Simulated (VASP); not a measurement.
Input of a VASP 6.6.1 run:

INCAR

```
SYSTEM = BeSe3
PREC = Accurate
ENCUT = 520
EDIFF = 1E-6
ISMEAR = 0
SIGMA = 0.1
LREAL = .FALSE.
LASPH = .TRUE.
NELM = 80
ALGO = Normal
ISIF = 2
LWAVE = .FALSE.
LCHARG = .FALSE.
GGA = PE
NBANDS = 18
```

The input KPOINTS:

```
Automatic mesh
0
G
  6 6 6
  0 0 0
```

POSCAR

```
BeSe3
1.0
   -1.7795013559      1.7795013559      8.8155823413
    1.7795013559     -1.7795013559      8.8155823413
    1.7795013559      1.7795013559     -8.8155823413
Be Se
1 3
Direct
    0.0000000000      0.0000000000      0.0000000000
    0.5000000000      0.5000000000      0.0000000000
    0.2500000000      0.7500000000      0.5000000000
    0.7500000000      0.2500000000      0.5000000000
```

Potentials or basis: VASP PAW PBE potentials, release 64 (Be, Se).

The run is started by

```sh
$ cat potpaw_PBE.64/Be/POTCAR potpaw_PBE.64/Se/POTCAR > POTCAR
$ mpirun -np 1 vasp_std > vasp.out
```

Q: Predict the pressure.

A: 0.1 GPa.

Q: Predict the band gap on the k mesh.

A: Zero (bands 10 and 11 overlap by 2.05 eV).
